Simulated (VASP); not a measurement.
Write the native input for VASP 6.6.1 that does the following.

| Property | Result |
| --- | --- |
| Task | single point |
| Functional | LDA |
| Potentials or basis | VASP PAW LDA potentials, release 64 (Sr_sv, Mg) |
| Cutoff | 520 eV |
| k mesh | 5 × 5 × 6 |
| Occupations | gaussian, width 0.1 eV |
| Spin | no spin polarisation |
| Dipole correction | no |
| Further INCAR settings | ALGO = Normal; EDIFF = 1e-06; NBANDS = 16 |

The structure of SrMg3 lies in POSCAR:

```
SrMg3
1.0
   -2.6534321669      2.6534321669      3.7395409553
    2.6534321669     -2.6534321669      3.7395409553
    2.6534321669      2.6534321669     -3.7395409553
Sr Mg
1 3
Direct
    0.0000000000      0.0000000000      0.0000000000
    0.5000000000      0.5000000000      0.0000000000
    0.7500000000      0.2500000000      0.5000000000
    0.2500000000      0.7500000000      0.5000000000
```

One way to write it, as run:

INCAR

```
SYSTEM = SrMg3
PREC = Accurate ; ENCUT = 520
EDIFF = 1E-6 ; ISMEAR = 0
SIGMA = 0.1 ; LREAL = .FALSE.
LASPH = .TRUE. ; NELM = 60
ALGO = Normal ; ISIF = 2
LWAVE = .FALSE. ; LCHARG = .TRUE.
LELF = .TRUE. ; LVHAR = .TRUE.
NBANDS = 16
```

KPOINTS

```
Automatic mesh
0
G
  5 5 6
  0 0 0
```

Potentials or basis: VASP PAW LDA potentials, release 64 (Sr_sv, Mg).

Launch:

```console
$ cat potpaw_LDA.64/Sr_sv/POTCAR potpaw_LDA.64/Mg/POTCAR > POTCAR
$ mpirun -np 1 vasp_std > vasp.out
```

It gave:

The pressure is -0.3 GPa and the band gap on the k mesh is zero (bands 8 and 9 overlap by 0.62 eV).

Run time: 100 s on 1 thread of Intel Xeon 8259CL, with other jobs on the host, peak memory 0.25 GiB.
